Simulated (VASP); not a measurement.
Set up this calculation in VASP 6.6.1, as the native input.

```yaml
Task: single point
Functional: PBEsol
Potentials_or_basis: VASP PAW PBE potentials, release 64 (Ge_d)
Cutoff: 520 eV
k_mesh: 12 × 12 × 11
Occupations: fermi-dirac, width 0.1 eV
Spin: no spin polarisation
Dipole_correction: no
Further_INCAR_settings: ALGO = Normal; EDIFF = 1e-06; NBANDS = 13
```

The structure of Ge lies in POSCAR:

```
Ge
1.0
    1.3846178407     -2.5771917301      0.0000000000
    1.3846178407      2.5771917301      0.0000000000
    0.0000000000      0.0000000000      2.6740303152
Ge
1
Direct
    0.5000000000      0.5000000000      0.0000000000
```

These files were run (other wordings do the same):

INCAR

```
ALGO = Normal ; EDIFF = 1E-6
ENCUT = 520 ; GGA = PS
ISIF = 2 ; ISMEAR = -1
LASPH = True ; LCHARG = False
LREAL = False ; LWAVE = False
NBANDS = 13 ; NELM = 100
PREC = Accurate ; SIGMA = 0.1
```

KPOINTS

```
k-points
0
Gamma
  12 12 11
```

Potentials or basis: VASP PAW PBE potentials, release 64 (Ge_d).

Command:

```console
$ cat potpaw_PBE.64/Ge_d/POTCAR > POTCAR
$ mpirun -np 1 vasp_std > vasp.out
```

It gave:

The pressure is -2.6 GPa and the band gap on the k mesh is zero (bands 7 and 8 overlap by 10.10 eV).

Caveat: the PAW data sets were made with another functional, which shifts forces and pressure a little.

Run time: 72 s on 1 thread of AMD EPYC 7R13, with other jobs on the host, peak memory 0.14 GiB.
